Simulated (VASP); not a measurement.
# GaAsSe3 (R-3) in VASP: further runs

The runs below take GaAsSe3 through single point, relaxation of cell and atoms, with PBE.

All numbers are computed with VASP 6.6.1; they aren't measurements. Logs are shortened: lines on timing, memory, paths and dates and some standing lists are left out, and cuts for length are marked.

### Step 1. The cell of the first run

The structure is trigonal, space group R-3 (No. 148). Conventional cell: a = 6.663 Å, b = 6.663 Å, c = 18.400 Å, α = 90.00°, β = 90.00°, γ = 120.00°. Within 3.4 Å of Ga (site symmetry 3) lie 6 Se at 2.60 to 2.66 Å. As (site symmetry 3) has 6 Se at 2.62 to 2.89 Å within 3.5 Å. Se (site symmetry 1) has 2 Ga at 2.60 to 2.66 Å and 2 As at 2.62 to 2.89 Å within 3.4 Å.

### Step 2. Single point, PBE

The input, INCAR:

```
SYSTEM = GaAsSe3
PREC     = Accurate       ! precision mode
ENCUT    = 520            ! plane-wave cutoff, eV
EDIFF    = 1E-7           ! SCF threshold, eV
ISMEAR   = 0              ! smearing method
SIGMA    = 0.15           ! smearing width, eV
LREAL    = .FALSE.        ! projectors in reciprocal space
LASPH    = .TRUE.         ! aspherical terms in the spheres
NELM     = 80             ! most SCF steps
ALGO     = Normal         ! electronic algorithm
ISIF     = 2              ! what is computed and relaxed
LWAVE    = .FALSE.        ! write WAVECAR
LCHARG   = .FALSE.        ! write CHGCAR
GGA      = PE             ! functional
NBANDS   = 47             ! bands
```

The input, KPOINTS:

```
Automatic mesh
0
G
  2 2 2
  0 0 0
```

The input, POSCAR:

```
GaAsSe3
1.0
    3.3313835174      1.9233751705      6.1333801360
   -3.3313835174      1.9233751705      6.1333801360
    0.0000000000     -3.8467503411      6.1333801360
Ga As Se
2 2 6
Direct
    0.6625769299      0.6625769299      0.6625769299
    0.3374230701      0.3374230701      0.3374230701
    0.8620508064      0.8620508064      0.8620508064
    0.1379491936      0.1379491936      0.1379491936
    0.9336980203      0.5435886739      0.2713777073
    0.2713777073      0.9336980203      0.5435886739
    0.5435886739      0.2713777073      0.9336980203
    0.0663019797      0.4564113261      0.7286222927
    0.7286222927      0.0663019797      0.4564113261
    0.4564113261      0.7286222927      0.0663019797
```

Potentials or basis: VASP PAW PBE potentials, release 64 (Ga_d, As, Se).

Started as:

```sh
$ cat potpaw_PBE.64/Ga_d/POTCAR potpaw_PBE.64/As/POTCAR potpaw_PBE.64/Se/POTCAR > POTCAR
$ mpirun -np 1 vasp_std > vasp.out
```

OUTCAR:

```text
SYSTEM = GaAsSe3
   PREC = Accurate
   ENCUT = 520
   EDIFF = 1E-7
   ISMEAR = 0
   LREAL = .FALSE.
   LASPH = .TRUE.
   NELM = 80
   ISIF = 2
   GGA = PE

 ion  position               nearest neighbor table
   1  0.663  0.663  0.663-   9 2.60  10 2.60   8 2.60   7 2.66   5 2.66   6 2.66
   2  0.337  0.337  0.337-   6 2.60   7 2.60   5 2.60  10 2.66   8 2.66   9 2.66
   3  0.862  0.862  0.862-   6 2.62   5 2.62   7 2.62
   4  0.138  0.138  0.138-   9 2.62   8 2.62  10 2.62
   5  0.934  0.544  0.271-   2 2.60   3 2.62   1 2.66
   6  0.271  0.934  0.544-   2 2.60   3 2.62   1 2.66
   7  0.544  0.271  0.934-   2 2.60   3 2.62   1 2.66
   8  0.066  0.456  0.729-   1 2.60   4 2.62   2 2.66
   9  0.729  0.066  0.456-   1 2.60   4 2.62   2 2.66
  10  0.456  0.729  0.066-   1 2.60   4 2.62   2 2.66

  LATTYP: Found a trigonal (rhomboedric) cell.
 ALAT       =     7.2398784575
 COS(alpha) =     0.5765357906

  Lattice vectors:

 A1 = (   3.3313835174,   1.9233751705,   6.1333801360)
 A2 = (  -3.3313835174,   1.9233751705,   6.1333801360)
 A3 = (   0.0000000000,  -3.8467503411,   6.1333801360)

Analysis of symmetry for initial positions (statically):
=====================================================================
 Subroutine PRICEL returns:
 Original cell was already a primitive cell.

 Routine SETGRP: Setting up the symmetry group for a
 trigonal (rhombohedral) supercell.

 Subroutine GETGRP returns: Found  6 space group operations
 (whereof  6 operations were pure point group operations)
 out of a pool of 12 trial point group operations.

The static configuration has the point symmetry S_6 .

Analysis of symmetry for dynamics (positions and initial velocities):
=====================================================================
 Subroutine PRICEL returns:
 Original cell was already a primitive cell.

 Routine SETGRP: Setting up the symmetry group for a
 trigonal (rhombohedral) supercell.

 Subroutine GETGRP returns: Found  6 space group operations
 (whereof  6 operations were pure point group operations)
 out of a pool of 12 trial point group operations.

The dynamic configuration has the point symmetry S_6 .

 Subroutine INISYM returns: Found  6 space group operations
 (whereof  6 operations are pure point group operations),
 and found     1 'primitive' translations

[... 97 lines left out ...]
   POTIM  = 0.5000    time-step for ionic-motion
   TEBEG  =    0.0;   TEEND  =   0.0 temperature during run
   PSTRESS=    0.0 pullay stress
   NELECT =      72.0000    total number of electrons
   NUPDOWN=      -1.0000    fix difference up-down
   EMIN   =  10.00;   EMAX   =-10.00  energy-range for DOS
   EFERMI =   0.00;   METHOD = LEGACY
   ISMEAR =     0;   SIGMA  =   0.15  broadening in eV -4-tet -1-fermi 0-gaus
   EFERMI_NEDOS =   21; number of points for ismear=-14 and -15
   IALGO  =     38    algorithm
   IMIX   =      4    mixing-type and parameters
     AMIX     =   0.40;   BMIX     =  1.00
     AMIX_MAG =   1.60;   BMIX_MAG =  1.00
  volume/ion in A,a.u.               =      23.58       159.12
  Fermi-wavevector in a.u.,A,eV,Ry     =   1.102400  2.083233 16.534957  1.215285
  Thomas-Fermi vector in A             =   2.238842
   LORBIT       =      0    0 simple, 1 ext, 2 COOP (PROOUT), +10 PAW based schemes
   GGA     = PE    functional components
   LHFCALC =     F    Hartree Fock is set to
   AEXX    =    0.0000 exact exchange contribution
   IVDW    =     0    specifies the selected vdW correction
   LEPSILON=     F    determine dielectric tensor
   LRPA    =     F    only Hartree local field effects (RPA)
 non-spin polarized calculation
 Gauss-broadening in eV      SIGMA  =   0.15
  energy-cutoff  :      520.00
  volume of cell :      235.80
 maximum number of plane-waves:      6365
 NGX is ok and might be reduce to    54
   NGX = 27   NGY = 27   NGZ = 27

 number of electron      71.9999982 magnetization

 Free energy of the ion-electron system (eV)
  ---------------------------------------------------
  ext. energy  EPLUGINS =         0.00000000
  ---------------------------------------------------
  free energy    TOTEN  =       -37.96790568 eV

  energy without entropy =      -37.96006232  energy(sigma->0) =      -37.96398400

 E-fermi :   3.8170     XC(G=0):  -9.5599

 val. band max:        3.6660708029   @ k =   0.0000   0.0000   0.0000
 cond. band min:       3.9709342434   @ k =   0.5000   0.5000   0.5000
 fundamental gap:      0.3048634405
 Fermi energy:         3.8170340624

 k-point     1 :       0.0000    0.0000    0.0000
  band No.  band energies     occupation
      1     -11.3696      2.00000
      2     -11.3696      2.00000
      3     -11.3160      2.00000
      4     -11.3160      2.00000
      5     -11.2324      2.00000
      6     -11.2273      2.00000
[... 189 lines left out ...]
     46       9.0248      0.00000
     47       9.1060      0.00000

------------------------ aborting loop because EDIFF is reached ----------------------------------------

  FORCE on cell =-STRESS in cart. coord.  units (eV):
  Direction    XX          YY          ZZ          XY          YZ          ZX
  --------------------------------------------------------------------------------------
  -------------------------------------------------------------------------------------
  Total        0.3238006      0.3238006     -0.1954292      0.0000002      0.0000000      0.0000000
  in kB        2.2001306      2.2001306     -1.3278841      0.0000011      0.0000000      0.0000000
  external PRESSURE =       1.0241257 kB  Pullay stress =       0.0000000 kB

 VOLUME and BASIS-vectors are now :
 -----------------------------------------------------------------------------
  energy-cutoff  :      520.00
  volume of cell :      235.80
      direct lattice vectors                 reciprocal lattice vectors
     3.331383517  1.923375170  6.133380136     0.150087793  0.086653228  0.054347411
    -3.331383517  1.923375170  6.133380136    -0.150087793  0.086653228  0.054347411
     0.000000000 -3.846750341  6.133380136     0.000000000 -0.173306455  0.054347411

 POSITION                                       TOTAL-FORCE (eV/Angst)
 -----------------------------------------------------------------------------------
      0.00000     -0.00000     12.19151        -0.000000      0.000000     -0.026351
      0.00000     -0.00000      6.20863        -0.000000     -0.000000      0.026351
      0.00000     -0.00000     15.86186        -0.000000     -0.000000      0.014825
      0.00000     -0.00000      2.53828        -0.000000      0.000000     -0.014825
      1.29960      1.79745     10.72522        -0.026482      0.006632      0.041402
     -2.20644      0.22676     10.72522         0.007497     -0.026250      0.041402
      0.90684     -2.02422     10.72522         0.018985      0.019617      0.041402
     -1.29960     -1.79745      7.67492         0.026482     -0.006632     -0.041402
      2.20644     -0.22676      7.67492        -0.007497      0.026250     -0.041402
     -0.90684      2.02422      7.67492        -0.018985     -0.019617     -0.041402
 -----------------------------------------------------------------------------------
    total drift:                                0.000000      0.000000     -0.000000

  FREE ENERGIE OF THE ION-ELECTRON SYSTEM (eV)
  ---------------------------------------------------
  free  energy   TOTEN  =       -37.9679056831 eV

  energy  without entropy=      -37.9600623231  energy(sigma->0) =      -37.96398400
```

OSZICAR:

```text
N       E                     dE             d eps       ncg     rms          rms(c)
DAV:   1     0.640120285911E+03    0.64012E+03   -0.30201E+04   398   0.169E+03
DAV:   2     0.626708533462E+02   -0.57745E+03   -0.55111E+03   446   0.461E+02
DAV:   3    -0.327036459153E+02   -0.95374E+02   -0.92645E+02   450   0.144E+02
DAV:   4    -0.386900020767E+02   -0.59864E+01   -0.58737E+01   472   0.382E+01
DAV:   5    -0.388463608834E+02   -0.15636E+00   -0.15611E+00   456   0.602E+00    0.833E+00
DAV:   6    -0.379498144241E+02    0.89655E+00   -0.16181E+00   544   0.132E+01    0.502E+00
DAV:   7    -0.379682595372E+02   -0.18445E-01   -0.57450E-01   448   0.317E+00    0.256E+00
DAV:   8    -0.379684574053E+02   -0.19787E-03   -0.54128E-02   496   0.178E+00    0.425E-01
DAV:   9    -0.379676246531E+02    0.83275E-03   -0.94286E-03   488   0.776E-01    0.109E-01
DAV:  10    -0.379678060570E+02   -0.18140E-03   -0.13931E-03   440   0.191E-01    0.596E-02
DAV:  11    -0.379678924100E+02   -0.86353E-04   -0.20479E-04   528   0.669E-02    0.276E-02
DAV:  12    -0.379679024752E+02   -0.10065E-04   -0.34529E-05   440   0.241E-02    0.107E-02
DAV:  13    -0.379679052886E+02   -0.28135E-05   -0.53922E-06   448   0.144E-02    0.437E-03
DAV:  14    -0.379679056547E+02   -0.36608E-06   -0.11447E-06   448   0.519E-03    0.106E-03
DAV:  15    -0.379679056831E+02   -0.28348E-07   -0.24400E-07   368   0.196E-03
   1 F= -.37967906E+02 E0= -.37963984E+02  d E =-.784336E-02
```

stdout:

```text
POSCAR found type information on POSCAR GaAsSe
 POSCAR found :  3 types and      10 ions
 scaLAPACK will be used
 LDA part: xc-table for (Slater+PW92), standard interpolation
 POSCAR, INCAR and KPOINTS ok, starting setup
 FFT: planning ... GRIDC
 FFT: planning ... GRID_SOFT
 FFT: planning ... GRID
 WAVECAR not read
 entering main loop
```

Wall time 44 s (1 thread of Intel Xeon 6975P-C (Granite Rapids), shared host); peak memory 0.4 GiB.

What came out:

```yaml
Free_energy: -37.9679 eV
Pressure: 0.1 GPa
Largest_force: 0.050 eV/Å
Band_gap_on_the_k_mesh: 0.30 eV, indirect (least direct gap 0.43 eV)
```

Forces in eV/Å, atoms in the order of the input:
```
Ga   0.000  0.000 -0.026
Ga   0.000  0.000  0.026
As   0.000  0.000  0.015
As   0.000  0.000 -0.015
Se  -0.026  0.007  0.041
Se   0.007 -0.026  0.041
Se   0.019  0.020  0.041
Se   0.026 -0.007 -0.041
Se  -0.007  0.026 -0.041
Se  -0.019 -0.020 -0.041
```

Stress tensor (GPa, compression positive):
```
 0.22  0.00  0.00
 0.00  0.22  0.00
 0.00  0.00 -0.13
```

Caveat: the k points lie up to 0.57 Å⁻¹ apart. A k mesh can miss the band edges.

### Step 3. Relaxation of cell and atoms, PBE

This run uses another cell than the first one, of 24.14 Å³/atom, 1.024 times its volume.

The input, INCAR:

```
ALGO     = Normal         # electronic algorithm
EDIFF    = 1E-6           # SCF threshold, eV
EDIFFG   = -0.08          # ionic threshold
ENCUT    = 600            # plane-wave cutoff, eV
GGA      = PE             # functional
IBRION   = 2              # ionic algorithm
ISIF     = 3              # what is computed and relaxed
ISMEAR   = 0              # smearing method
LASPH    = True           # aspherical terms in the spheres
LCHARG   = False          # write CHGCAR
LREAL    = False          # projectors in reciprocal space
LWAVE    = False          # write WAVECAR
NELM     = 60             # most SCF steps
NSW      = 36             # ionic steps
PREC     = Accurate       # precision mode
SIGMA    = 0.15           # smearing width, eV
```

The input, KPOINTS:

```
k-points
0
Gamma
  2 2 2
```

The input, POSCAR:

```
GaAsSe3
1.0
    3.3000000000      1.9052558900      6.4000000000
   -3.3000000000      1.9052558900      6.4000000000
    0.0000000000     -3.8105117800      6.4000000000
Ga As Se
2 2 6
Direct
    0.6450000000      0.6450000000      0.6450000000
    0.3550000000      0.3550000000      0.3550000000
    0.8540000000      0.8540000000      0.8540000000
    0.1460000000      0.1460000000      0.1460000000
    0.9510000000      0.5620000000      0.2220000000
    0.2220000000      0.9510000000      0.5620000000
    0.5620000000      0.2220000000      0.9510000000
    0.0490000000      0.4380000000      0.7780000000
    0.7780000000      0.0490000000      0.4380000000
    0.4380000000      0.7780000000      0.0490000000
```

Potentials or basis: VASP PAW PBE potentials, release 64 (Ga_d, As, Se).

Started as:

```sh
$ cat potpaw_PBE.64/Ga_d/POTCAR potpaw_PBE.64/As/POTCAR potpaw_PBE.64/Se/POTCAR > POTCAR
$ mpirun -np 1 vasp_std > vasp.out
```

It took 4.8 min on 1 thread of Intel Xeon 6975P-C (Granite Rapids), shared host; peak memory 0.54 GiB.

The run converged. Its results:

```yaml
Free_energy: -37.9321 eV
Relaxed_volume: 23.84 Å³/atom
Relaxed_cell: a = 7.167 Å, b = 7.167 Å, c = 7.167 Å, α = 56.35°, β = 56.35°, γ = 56.35°
Space_group_after_relaxing_to_0.05_Å: R-3 (No. 148)
Energy_gained_by_relaxing: 131.9 meV/atom
Ionic_steps: 9
Pressure_after_relaxing: -0.3 GPa
Largest_force_after_relaxing: 0.079 eV/Å
Band_gap_on_the_k_mesh: 0.35 eV, indirect (least direct gap 0.92 eV)
```

Forces on the atoms (eV/Å):
```
Ga   0.000  0.000  0.061
Ga   0.000  0.000 -0.061
As   0.000  0.000 -0.037
As   0.000  0.000  0.037
Se  -0.020 -0.069 -0.033
Se   0.070  0.017 -0.033
Se  -0.050  0.052 -0.033
Se   0.020  0.069  0.033
Se  -0.070 -0.017  0.033
Se   0.050 -0.052  0.033
```

Stress tensor (GPa, compression positive):
```
-0.44  0.00  0.00
 0.00 -0.44  0.00
 0.00  0.00 -0.15
```

The path:
```tsv
step	energy change (eV)	largest force (eV/Å)	pressure (GPa)	volume (Å³)
1	0.0000	1.6392	1.72	241.43
2	-0.6670	0.9657	-1.81	250.60
3	-0.8218	0.5166	-3.68	257.14
4	-1.2621	0.1660	-0.80	239.95
5	-1.2782	0.1775	0.01	236.54
6	-1.2938	0.1457	0.08	236.32
7	-1.3117	0.1065	0.28	235.76
8	-1.3119	0.1133	0.32	235.68
9	-1.3189	0.0791	-0.34	238.35
```

Final structure:
```
Ga As Se
1.0
     3.38421    1.95387    6.00784
    -3.38421    1.95387    6.00784
     0.00000   -3.90775    6.00784
Ga As Se
2 2 6
Direct
  0.64728 0.64728 0.64728
  0.35272 0.35272 0.35272
  0.85090 0.85090 0.85090
  0.14910 0.14910 0.14910
  0.95265 0.54505 0.25880
  0.25880 0.95265 0.54505
  0.54505 0.25880 0.95265
  0.04735 0.45495 0.74120
  0.74120 0.04735 0.45495
  0.45495 0.74120 0.04735
```

Levels at points of the mesh, in eV from the valence-band top:
| k point | band 34 | band 35 | band 36 | band 37 | band 38 | band 39 |
| --- | --- | --- | --- | --- | --- | --- |
| (0.00, 0.00, 0.00) | -0.52 | -0.52 | 0.00 | 1.17 | 2.16 | 2.16 |
| (0.50, 0.00, 0.00) | -0.65 | -0.52 | -0.10 | 0.99 | 1.01 | 2.50 |
| (0.50, 0.50, 0.00) | -0.63 | -0.51 | -0.19 | 1.35 | 1.39 | 1.71 |
| (0.50, 0.50, 0.50) | -0.70 | -0.70 | -0.56 | 0.35 | 1.17 | 2.47 |

Caveat: the k points lie up to 0.56 Å⁻¹ apart in the final cell; the relaxation stopped at a loose force limit of 0.08 eV/Å, so its end isn't a converged minimum. A k mesh can miss the band edges.
